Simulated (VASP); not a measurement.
A run of VASP 6.6.1 is set up as follows.

Contents of INCAR:

```
PREC = Accurate ; ENCUT = 520
EDIFF = 1E-6 ; ISMEAR = 0
SIGMA = 0.15 ; LREAL = F
LASPH = T ; NELM = 60
ALGO = Normal ; ISIF = 2
LWAVE = F ; LCHARG = F
GGA = PE ; IVDW = 12
NBANDS = 18
```

Contents of KPOINTS:

```
regular mesh
0
Gamma
  12 12 8
```

File POSCAR:

```
PtSe2
1.0
    3.7224757418      0.0000000000      0.0000000000
   -1.8612378709      3.2237585574      0.0000000000
    0.0000000000      0.0000000000      4.9497759939
Pt Se
1 2
Direct
    0.0000000000      0.0000000000      0.0000000000
    0.3333333333      0.6666666667      0.2969401033
    0.6666666667      0.3333333333      0.7030598967
```

Potentials or basis: VASP PAW PBE potentials, release 64 (Pt, Se).

Command:

```console
$ cat potpaw_PBE.64/Pt/POTCAR potpaw_PBE.64/Se/POTCAR > POTCAR
$ mpirun -np 1 vasp_std > vasp.out
```

Q: Predict the largest force.

A: 1.561 eV/Å.

Q: Predict the pressure.

A: -5.7 GPa.

Q: Estimate the dispersion energy per atom.

A: -0.491 eV.

Q: Estimate the band gap on the k mesh.

A: Zero (band 11 reaches 7.00 eV, above the bottom of band 12 at 6.37 eV).

Forces on the atoms (eV/Å):
```
Pt   0.000  0.000  0.000
Se   0.000  0.000 -1.561
Se   0.000  0.000  1.561
```

Caveat: spin-orbit coupling is left out, which moves the levels of the heavy elements; pairwise dispersion overbinds metals, which lowers pressure and volume; forces of over 1 eV/Å act on the atoms, so gaps and moduli don't describe the material at rest.
